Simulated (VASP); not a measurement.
# W (I4/mmm) in VASP: notebook

Runs on W. Level: r2SCAN. Tasks: single point.

All numbers are computed with VASP 6.6.1; they aren't measurements. Logs are shortened: lines on timing, memory, paths and dates and some standing lists are left out, and cuts for length are marked.

**1. The cell of the first run**

It takes space group I4/mmm (No. 139, tetragonal). The conventional cell has a = 3.035 Å, b = 3.035 Å, c = 3.195 Å, α = 90.00°, β = 90.00°, γ = 90.00°. Within 3.5 Å of W (site symmetry 4/mmm) lie 14 W at 2.68 to 3.19 Å.

**2. Single point, r2SCAN (strain -0.050 along x and y, +0.000 along z)**

Contents of POSCAR:

```
W
1.0
   -1.5174350000      1.5174350000      1.5973000000
    1.5174350000     -1.5174350000      1.5973000000
    1.5174350000      1.5174350000     -1.5973000000
W
1
Direct
    0.0000000000      0.0000000000      0.0000000000
```

Contents of INCAR.step1:

```
SYSTEM = W
PREC     = Accurate       ! precision mode
ENCUT    = 520            ! plane-wave cutoff, eV
ISMEAR   = 0              ! smearing method
SIGMA    = 0.15           ! smearing width, eV
LREAL    = .False.        ! projectors in reciprocal space
LASPH    = .True.         ! aspherical terms in the spheres
NELM     = 80             ! most SCF steps
NBANDS   = 13             ! bands
GGA      = PE             ! functional
ALGO     = Normal         ! electronic algorithm
EDIFF    = 1E-4           ! SCF threshold, eV
LWAVE    = .True.         ! write WAVECAR
LCHARG   = .False.        ! write CHGCAR
```

Contents of INCAR.step2:

```
SYSTEM = W
PREC     = Accurate       ! precision mode
ENCUT    = 520            ! plane-wave cutoff, eV
EDIFF    = 1E-6           ! SCF threshold, eV
ISMEAR   = 0              ! smearing method
SIGMA    = 0.15           ! smearing width, eV
LREAL    = .False.        ! projectors in reciprocal space
LASPH    = .True.         ! aspherical terms in the spheres
NELM     = 80             ! most SCF steps
ALGO     = Normal         ! electronic algorithm
ISIF     = 2              ! what is computed and relaxed
LWAVE    = .False.        ! write WAVECAR
LCHARG   = .False.        ! write CHGCAR
METAGGA  = R2SCAN         ! meta-GGA
LMIXTAU  = .True.       
NBANDS   = 13             ! bands
ISTART   = 1
```

Contents of KPOINTS:

```
Automatic mesh
0
Gamma
  20 20 20
  0 0 0
```

Potentials or basis: VASP PAW PBE potentials, release 64 (W_sv).

Run with:

```
cat potpaw_PBE.64/W_sv/POTCAR > POTCAR
cp INCAR.step1 INCAR
mpirun -np 1 vasp_std > vasp.out
cp INCAR.step2 INCAR
mpirun -np 1 vasp_std > vasp.out
```

OUTCAR:

```text
SYSTEM = W
   PREC = Accurate
   ENCUT = 520
   EDIFF = 1E-6
   ISMEAR = 0
   LREAL = .False.
   LASPH = .True.
   NELM = 80
   ISIF = 2
   METAGGA = R2SCAN
   ISTART = 1

 ion  position               nearest neighbor table
   1  0.000  0.000  0.000-

  LATTYP: Found a body centered tetragonal cell.
 ALAT       =     3.0348700000
 C/A-ratio  =     1.0526315789

  Lattice vectors:

 A1 = (  -1.5174350000,   1.5174350000,   1.5973000000)
 A2 = (   1.5174350000,  -1.5174350000,   1.5973000000)
 A3 = (   1.5174350000,   1.5174350000,  -1.5973000000)

Analysis of symmetry for initial positions (statically):
=====================================================================
 Subroutine PRICEL returns:
 Original cell was already a primitive cell.

 Routine SETGRP: Setting up the symmetry group for a
 body centered tetragonal supercell.

 Subroutine GETGRP returns: Found 16 space group operations
 (whereof 16 operations were pure point group operations)
 out of a pool of 16 trial point group operations.

The static configuration has the point symmetry D_4h.

Analysis of symmetry for dynamics (positions and initial velocities):
=====================================================================
 Subroutine PRICEL returns:
 Original cell was already a primitive cell.

 Routine SETGRP: Setting up the symmetry group for a
 body centered tetragonal supercell.

 Subroutine GETGRP returns: Found 16 space group operations
 (whereof 16 operations were pure point group operations)
 out of a pool of 16 trial point group operations.

The dynamic configuration has the point symmetry D_4h.

 Subroutine INISYM returns: Found 16 space group operations
 (whereof 16 operations are pure point group operations),
 and found     1 'primitive' translations

----------------------------------------------------------------------------------------

                                     Primitive cell

  volume of cell :      14.7118

  direct lattice vectors                    reciprocal lattice vectors
    -1.517435000  1.517435000  1.597300000     0.000000000  0.329503405  0.313028235
     1.517435000 -1.517435000  1.597300000     0.329503405  0.000000000  0.313028235
     1.517435000  1.517435000 -1.597300000     0.329503405  0.329503405  0.000000000

  length of vectors
     2.675179480  2.675179480  2.675179480     0.454487811  0.454487811  0.465988185

  position of ions in fractional coordinates (direct lattice)
     0.000000000  0.000000000  0.000000000

  ion indices of the primitive-cell ions
   primitive index   ion index
                 1           1

----------------------------------------------------------------------------------------

 KPOINTS: Automatic mesh

Automatic generation of k-mesh.
 Grid dimensions read from file:
 generate k-points for:   20   20   20

 Generating k-lattice:

  Cartesian coordinates                     Fractional coordinates (reciprocal lattice)
     0.000000000  0.016475170  0.015651412     0.050000000  0.000000000  0.000000000
     0.016475170  0.000000000  0.015651412     0.000000000  0.050000000  0.000000000
     0.016475170  0.016475170  0.000000000     0.000000000  0.000000000  0.050000000

  Length of vectors
     0.022724391  0.022724391  0.023299409

  Shift w.r.t. Gamma in fractional coordinates (k-lattice)
     0.000000000  0.000000000  0.000000000

 Subroutine IBZKPT returns following result:
 ===========================================

 Found    641 irreducible k-points:

 Following reciprocal coordinates:
            Coordinates               Weight
  0.000000  0.000000  0.000000      1.000000
  0.050000  0.000000 -0.000000      8.000000
  0.100000 -0.000000  0.000000      8.000000
  0.150000 -0.000000  0.000000      8.000000
  0.200000 -0.000000  0.000000      8.000000
  0.250000 -0.000000  0.000000      8.000000
[... 16 lines left out ...]
 -0.400000  0.050000 -0.000000     16.000000
 -0.350000  0.050000 -0.000000     16.000000
 [... further k-points ...]
   k-points           NKPTS =    641   k-points in BZ     NKDIM =    641   number of bands    NBANDS=     13
   number of dos      NEDOS =    301   number of ions     NIONS =      1
   total plane-waves  NPLWV =   8000
   dimension x,y,z NGX =    20 NGY =   20 NGZ =   20
   dimension x,y,z NGXF=    40 NGYF=   40 NGZF=   40
   ions per type =               1
   NGX,Y,Z   is equivalent  to a cutoff of  12.43, 12.43, 12.43 a.u.
   NGXF,Y,Z  is equivalent  to a cutoff of  24.86, 24.86, 24.86 a.u.
 SYSTEM =  W
   PREC   = accura    normal or accurate (medium, high low for compatibility)
   ISTART =      1    job   : 0-new  1-cont  2-samecut
   ICHARG =      0    charge: 1-file 2-atom 10-const
   ISPIN  =      1    spin polarized calculation?
   LNONCOLLINEAR =      F non collinear calculations
   LSORBIT =      F    spin-orbit coupling
   LASPH  =      T    aspherical Exc in radial PAW
   ENCUT  =  520.0 eV  38.22 Ry    6.18 a.u.   4.97  4.97  4.97*2*pi/ulx,y,z
   NELM   =     80;   NELMIN=  2; NELMDL=  0     # of ELM steps
   EDIFF  = 0.1E-05   stopping-criterion for ELM
   LREAL  =      F    real-space projection
   EDIFFG = 0.1E-04   stopping-criterion for IOM
   NSW    =      0    number of steps for IOM
   IBRION =     -1    ionic relax: 0-MD 1-quasi-New 2-CG
   NFREE  =      0    steps in history (QN), initial steepest desc. (CG)
   ISIF   =      2    stress and relaxation
   ISYM   =      2    0-nonsym 1-usesym 2-fastsym
   POTIM  = 0.5000    time-step for ionic-motion
   TEBEG  =    0.0;   TEEND  =   0.0 temperature during run
   PSTRESS=    0.0 pullay stress
   NELECT =      14.0000    total number of electrons
   NUPDOWN=      -1.0000    fix difference up-down
   EMIN   =  10.00;   EMAX   =-10.00  energy-range for DOS
   EFERMI =   0.00;   METHOD = LEGACY
   ISMEAR =     0;   SIGMA  =   0.15  broadening in eV -4-tet -1-fermi 0-gaus
   EFERMI_NEDOS =   21; number of points for ismear=-14 and -15
   IALGO  =     38    algorithm
   IMIX   =      4    mixing-type and parameters
     AMIX     =   0.40;   BMIX     =  1.00
     AMIX_MAG =   1.60;   BMIX_MAG =  1.00
  volume/ion in A,a.u.               =      14.71        99.28
  Fermi-wavevector in a.u.,A,eV,Ry     =   1.610257  3.042945 35.278936  2.592929
  Thomas-Fermi vector in A             =   2.705836
   LORBIT       =      0    0 simple, 1 ext, 2 COOP (PROOUT), +10 PAW based schemes
   METAGGA = R2SCAN    functional components
   LHFCALC =     F    Hartree Fock is set to
   AEXX    =    0.0000 exact exchange contribution
   IVDW    =     0    specifies the selected vdW correction
   LEPSILON=     F    determine dielectric tensor
   LRPA    =     F    only Hartree local field effects (RPA)
 non-spin polarized calculation
 Gauss-broadening in eV      SIGMA  =   0.15
  energy-cutoff  :      520.00
  volume of cell :       14.71
 maximum number of plane-waves:       410
   NGX =  9   NGY =  9   NGZ =  9

 number of electron      14.0000000 magnetization

 Free energy of the ion-electron system (eV)
  ---------------------------------------------------
  ext. energy  EPLUGINS =         0.00000000
  ---------------------------------------------------
  free energy    TOTEN  =       -51.20950145 eV

  energy without entropy =      -51.20521500  energy(sigma->0) =      -51.20735822

 E-fermi :  12.4489     XC(G=0): -15.4499

 val. band max:       12.4327121234   @ k =  -0.2000  -0.4500   0.2000
 cond. band min:      12.4506946805   @ k =  -0.2000   0.3000   0.1000
 fundamental gap:      0.0179825571
 Fermi energy:        12.4489091598

 k-point     1 :       0.0000    0.0000    0.0000
  band No.  band energies     occupation
      1     -63.6245      2.00000
      2     -26.3580      2.00000
      3     -26.3428      2.00000
      4     -26.3428      2.00000
      5       1.8623      2.00000
      6      10.7593      2.00000
      7      10.7593      2.00000
      8      11.5298      2.00000
      9      14.5721      0.00000
     10      15.6153      0.00000
     11      27.1278      0.00000
     12      28.2260      0.00000
     13      28.2260      0.00000

 k-point     2 :       0.0500    0.0000   -0.0000
  band No.  band energies     occupation
      1     -63.6196      2.00000
      2     -26.3986      2.00000
      3     -26.3562      2.00000
      4     -26.3495      2.00000
      5       1.9996      2.00000
      6      10.7451      2.00000
      7      10.7801      2.00000
      8      11.5567      2.00000
      9      14.4710      0.00000
     10      15.5612      0.00000
     11      27.3760      0.00000
     12      28.4495      0.00000
     13      28.4555      0.00000

 k-point     3 :       0.1000   -0.0000    0.0000
  band No.  band energies     occupation
      1     -63.6051      2.00000
      2     -26.5333      2.00000
      3     -26.3951      2.00000
      4     -26.3504      2.00000
      5       2.3972      2.00000
      6      10.6830      2.00000
      7      10.7077      2.00000
      8      11.7851      2.00000
      9      14.2217      0.00000
     10      15.4562      0.00000
     11      27.9246      0.00000
     12      29.1261      0.00000
     13      29.1379      0.00000

 k-point     4 :       0.1500   -0.0000    0.0000
  band No.  band energies     occupation
      1     -63.5825      2.00000
      2     -26.7403      2.00000
      3     -26.4551      2.00000
      4     -26.3507      2.00000
      5       3.0104      2.00000
      6      10.4417      2.00000
      7      10.5366      2.00000
      8      12.3467      1.66457
      9      13.9870      0.00000
     10      15.3758      0.00000
     11      28.4116      0.00000
     12      30.1192      0.00000
     13      30.1920      0.00000

 k-point     5 :       0.2000   -0.0000    0.0000
  band No.  band energies     occupation
      1     -63.5539      2.00000
      2     -26.9943      2.00000
      3     -26.5299      2.00000
      4     -26.3508      2.00000
      5       3.7559      2.00000
      6      10.0718      2.00000
      7      10.3283      2.00000
      8      13.1848      0.00000
      9      13.9198      0.00000
     10      15.3522      0.00000
     11      28.4985      0.00000
     12      30.8033      0.00000
     13      31.5946      0.00000
[... 257 lines left out ...]
 k-point    22 :      -0.4500    0.0500    0.0000
  band No.  band energies     occupation
      1     -63.4278      2.00000
      2     -28.0051      2.00000
      3     -26.8538      2.00000
      4     -26.3720      2.00000
      5       5.4634      2.00000
      6       8.6716      2.00000
      7      12.0935      1.99919
      8      14.5539      0.00000
      9      16.2359      0.00000
     10      18.6784      0.00000
     11      25.3281      0.00000
     12      25.7894      0.00000
     13      32.5737      0.00000

 k-point    23 :      -0.4000    0.0500   -0.0000
  band No.  band energies     occupation
      1     -63.4465      2.00000
      2     -27.8616      2.00000
      3     -26.8046      2.00000
      4     -26.3729      2.00000
      5       5.4747      2.00000
      6       8.8595      2.00000
      7      11.2480      2.00000
      8      14.4302      0.00000
      9      16.0656      0.00000
     10      17.5321      0.00000
     11      26.0022      0.00000
     12      26.9525      0.00000
     13      34.1933      0.00000

 k-point    24 :      -0.3500    0.0500   -0.0000
  band No.  band energies     occupation
      1     -63.4724      2.00000
      2     -27.6594      2.00000
      3     -26.7365      2.00000
      4     -26.3735      2.00000
      5       5.3380      2.00000
      6       9.1329      2.00000
      7      10.5141      2.00000
      8      14.2166      0.00000
      9      15.8448      0.00000
     10      16.2414      0.00000
     11      26.9017      0.00000
     12      28.3995      0.00000
     13      35.5833      0.00000

 [... further k-points ...]
[... 5 lines left out ...]
  --------------------------------------------------------------------------------------
  -------------------------------------------------------------------------------------
  Total        3.5268882      3.5268882      1.6137991      0.0000000      0.0000000      0.0000000
  in kB      384.0922940    384.0922940    175.7492093      0.0000000      0.0000000      0.0000000
  external PRESSURE =     314.6445991 kB  Pullay stress =       0.0000000 kB

 VOLUME and BASIS-vectors are now :
 -----------------------------------------------------------------------------
  energy-cutoff  :      520.00
  volume of cell :       14.71
      direct lattice vectors                 reciprocal lattice vectors
    -1.517435000  1.517435000  1.597300000     0.000000000  0.329503405  0.313028235
     1.517435000 -1.517435000  1.597300000     0.329503405  0.000000000  0.313028235
     1.517435000  1.517435000 -1.597300000     0.329503405  0.329503405  0.000000000

 POSITION                                       TOTAL-FORCE (eV/Angst)
 -----------------------------------------------------------------------------------
      0.00000      0.00000      0.00000         0.000000     -0.000000     -0.000000
 -----------------------------------------------------------------------------------
    total drift:                                0.000000     -0.000000      0.000000

  FREE ENERGIE OF THE ION-ELECTRON SYSTEM (eV)
  ---------------------------------------------------
  free  energy   TOTEN  =       -51.2095014454 eV

  energy  without entropy=      -51.2052150026  energy(sigma->0) =      -51.20735822
```

Wall time 4.2 min (1 thread of Intel Xeon Platinum 8375C at 2.90GHz (Ice Lake), shared host); peak memory 0.22 GiB.

What came out:

```yaml
Free_energy: -51.2095 eV
Pressure: 31.5 GPa
Band_gap_on_the_k_mesh: zero (bands 7 and 8 overlap by 6.84 eV)
```

Stress tensor (GPa, compression positive):
```
38.41  0.00  0.00
 0.00 38.41  0.00
 0.00  0.00 17.57
```

Caveat: the cell differs from its parent crystal (strain -0.050 along x and y, +0.000 along z); the cell stands under pressure; the PAW data sets were made with another functional, which shifts forces and pressure a little; spin-orbit coupling is left out, which moves the levels of the heavy elements.

**3. Single point, r2SCAN (strain -0.025 along x and y, -0.050 along z)**

Contents of POSCAR:

```
W
1.0
   -1.5573675000      1.5573675000      1.5174350000
    1.5573675000     -1.5573675000      1.5174350000
    1.5573675000      1.5573675000     -1.5174350000
W
1
Direct
    0.0000000000      0.0000000000      0.0000000000
```

Contents of INCAR.step1:

```
SYSTEM = W
PREC = Accurate
ENCUT = 520
ISMEAR = 0
SIGMA = 0.15
LREAL = .False.
LASPH = .True.
NELM = 60
NBANDS = 13
GGA = PE
ALGO = Normal
EDIFF = 1E-4
LWAVE = .True.
LCHARG = .False.
```

Contents of INCAR.step2:

```
SYSTEM = W
PREC = Accurate
ENCUT = 520
EDIFF = 1E-6
ISMEAR = 0
SIGMA = 0.15
LREAL = .False.
LASPH = .True.
NELM = 60
ALGO = Normal
ISIF = 2
LWAVE = .False.
LCHARG = .False.
METAGGA = R2SCAN
LMIXTAU = .True.
NBANDS = 13
ISTART = 1
```

KPOINTS is that of step 2.

Potentials or basis: VASP PAW PBE potentials, release 64 (W_sv).

Run with:

```
cat potpaw_PBE.64/W_sv/POTCAR > POTCAR
cp INCAR.step1 INCAR
mpirun -np 1 vasp_std > vasp.out
cp INCAR.step2 INCAR
mpirun -np 1 vasp_std > vasp.out
```

OUTCAR:

```text
SYSTEM = W
   PREC = Accurate
   ENCUT = 520
   EDIFF = 1E-6
   ISMEAR = 0
   LREAL = .False.
   LASPH = .True.
   NELM = 60
   ISIF = 2
   METAGGA = R2SCAN
   ISTART = 1

 ion  position               nearest neighbor table
   1  0.000  0.000  0.000-

  LATTYP: Found a body centered tetragonal cell.
 ALAT       =     3.1147350000
 C/A-ratio  =     0.9743589744

  Lattice vectors:

 A1 = (  -1.5573675000,   1.5573675000,   1.5174350000)
 A2 = (   1.5573675000,  -1.5573675000,   1.5174350000)
 A3 = (   1.5573675000,   1.5573675000,  -1.5174350000)

Analysis of symmetry for initial positions (statically):
=====================================================================
 Subroutine PRICEL returns:
 Original cell was already a primitive cell.

 Routine SETGRP: Setting up the symmetry group for a
 body centered tetragonal supercell.

 Subroutine GETGRP returns: Found 16 space group operations
 (whereof 16 operations were pure point group operations)
 out of a pool of 16 trial point group operations.

The static configuration has the point symmetry D_4h.
[... 160 lines left out ...]

 val. band max:       12.4412906524   @ k =  -0.3000  -0.3000   0.3000
 cond. band min:      12.4564034603   @ k =  -0.1500  -0.2000   0.1000
 fundamental gap:      0.0151128079
 Fermi energy:        12.4525565910

 k-point     1 :       0.0000    0.0000    0.0000
  band No.  band energies     occupation
      1     -63.6414      2.00000
      2     -26.3700      2.00000
      3     -26.3700      2.00000
      4     -26.3554      2.00000
      5       1.8552      2.00000
      6      10.7069      2.00000
      7      11.1186      2.00000
      8      11.1186      2.00000
      9      14.8280      0.00000
     10      15.3869      0.00000
     11      27.6268      0.00000
     12      27.6268      0.00000
     13      28.2032      0.00000
[... 354 lines left out ...]
  band No.  band energies     occupation
      1     -63.4874      2.00000
      2     -27.6556      2.00000
      3     -26.7917      2.00000
      4     -26.3987      2.00000
      5       5.3818      2.00000
      6       8.7678      2.00000
      7      10.5878      2.00000
      8      14.7840      0.00000
      9      15.6440      0.00000
     10      16.2318      0.00000
     11      26.8604      0.00000
     12      29.1332      0.00000
     13      35.1610      0.00000

 [... further k-points ...]
[... 5 lines left out ...]
  --------------------------------------------------------------------------------------
  -------------------------------------------------------------------------------------
  Total        2.4811611      2.4811611      3.5710595      0.0000000     -0.0000000      0.0000000
  in kB      270.0307627    270.0307627    388.6470360      0.0000000     -0.0000000      0.0000000
  external PRESSURE =     309.5695205 kB  Pullay stress =       0.0000000 kB

 VOLUME and BASIS-vectors are now :
 -----------------------------------------------------------------------------
  energy-cutoff  :      520.00
  volume of cell :       14.72
      direct lattice vectors                 reciprocal lattice vectors
    -1.557367500  1.557367500  1.517435000     0.000000000  0.321054600  0.329503405
     1.557367500 -1.557367500  1.517435000     0.321054600  0.000000000  0.329503405
     1.557367500  1.557367500 -1.517435000     0.321054600  0.321054600  0.000000000

 POSITION                                       TOTAL-FORCE (eV/Angst)
 -----------------------------------------------------------------------------------
      0.00000      0.00000      0.00000        -0.000000      0.000000     -0.000000
 -----------------------------------------------------------------------------------
    total drift:                                0.000000     -0.000000      0.000000

  FREE ENERGIE OF THE ION-ELECTRON SYSTEM (eV)
  ---------------------------------------------------
  free  energy   TOTEN  =       -51.2360770795 eV

  energy  without entropy=      -51.2322609730  energy(sigma->0) =      -51.23416903
```

Run time: 4.1 min. Hardware: 1 thread of Intel Xeon Platinum 8375C at 2.90GHz (Ice Lake), shared host; peak memory 0.22 GiB.

What came out:

- Free energy: -51.2361 eV
- Pressure: 31.0 GPa
- Band gap on the k mesh: zero (bands 7 and 8 overlap by 7.20 eV)

Caveat: the cell differs from its parent crystal (strain -0.025 along x and y, -0.050 along z); the cell stands under pressure; the PAW data sets were made with another functional, which shifts forces and pressure a little; spin-orbit coupling is left out, which moves the levels of the heavy elements.
